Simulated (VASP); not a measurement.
Set up this calculation in VASP 6.6.1, as the native input.

| Item | Value |
| --- | --- |
| Task | single point |
| Functional | PBE |
| Potentials or basis | VASP PAW PBE potentials, release 64 (Al, Mg) |
| Cutoff | 520 eV |
| k mesh | 13 × 8 × 1 |
| Occupations | fermi-dirac, width 0.08 eV |
| Spin | no spin polarisation |
| Dipole correction | yes |
| Further INCAR settings | ALGO = Normal; EDIFF = 1e-07; NBANDS = 12 |

The structure of Mg3Al lies in POSCAR:

```
Mg3Al
1.0
    3.1995580529      0.0000000000      0.0000000000
    0.0000000000      5.1808918026      0.0000000000
    0.0000000000      0.0000000000     19.6945000000
Al Mg
1 3
Direct
    0.0000000000      0.7500000000      0.4147240108
    0.5000000000      0.2500000000      0.4455912628
    0.5000000000      0.7500000000      0.5544087449
    0.0000000000      0.2500000000      0.5852759815
```

One way to write it, as run:

INCAR

```
SYSTEM = Mg3Al
PREC = Accurate ; ENCUT = 520
EDIFF = 1E-7 ; ISMEAR = -1
SIGMA = 0.08 ; LREAL = .FALSE.
LASPH = .TRUE. ; NELM = 80
ALGO = Normal ; ISIF = 2
LWAVE = .FALSE. ; LCHARG = .TRUE.
LDIPOL = .TRUE. ; IDIPOL = 3
DIPOL = 0.5 0.5 0.500 ; GGA = PE
LELF = .TRUE. ; LVHAR = .TRUE.
LVACPOTAV = .TRUE. ; NBANDS = 12
```

KPOINTS

```
regular mesh
0
G
  13 8 1
  0 0 0
```

Potentials or basis: VASP PAW PBE potentials, release 64 (Al, Mg).

Command:

```sh
$ cat potpaw_PBE.64/Al/POTCAR potpaw_PBE.64/Mg/POTCAR > POTCAR
$ mpirun -np 1 vasp_std > vasp.out
```

Results of the run:

| Item | Value |
| --- | --- |
| Largest force | 0.344 eV/Å |
| Band gap on the k mesh | zero (an odd number of electrons rules out a gap without spin polarisation) |

Wall time 2 min on 1 thread of AMD EPYC 9R45 96-Core Processor (Zen 5), on a shared host, peak memory 0.4 GiB.
